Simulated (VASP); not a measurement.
Runs of VASP 6.6.1 on MnS (Rambergite). It takes space group P6_3mc (No. 186, hexagonal). The conventional cell has a = 3.976 Å, b = 3.976 Å, c = 6.432 Å, α = 90.00°, β = 90.00°, γ = 120.00°. Mn (site symmetry 3m) has 4 S at 2.41 to 2.48 Å within 3.2 Å. S (site symmetry 3m) has 4 Mn at 2.41 to 2.48 Å within 3.2 Å. 

```csv
level,spin,U,gap on the mesh (eV),pressure (GPa),moment (μB),largest force (eV/Å)
PBE+U,"collinear, ferromagnetic start",Mn d U = 4.0 eV,(a),5.1,10.00,(b)
PBE,off,-,none,-20.1,-,0.19
PBE,"collinear, ferromagnetic start",-,none,1.3,9.92,0.19
PBE+U,off,Mn d U = 4.0 eV,none,(c),-,0.20
r2SCAN,off,-,none,-20.7,-,(d)
```

Alike in all rows: task single point; potentials or basis VASP PAW PBE potentials, release 64 (Mn_pv, S); cell as given; k mesh 8 × 8 × 5; cutoff (eV) 520; smearing fermi-dirac 0.05 eV.

Q: Estimate the missing entries.

A: (a) 1.46; (b) 0.23; (c) -13.0; (d) 0.08.

Caveats: semilocal functionals often make such compounds metallic where correlation or magnetic order opens a gap, which also shifts bond lengths (some runs); U without spin polarisation on a metal has little footing (some runs); the PAW data sets were made with another functional, which shifts forces and pressure a little (some runs).

A k mesh can miss the band edges.

A gap of «none» marks levels without a gap at the run's occupations.
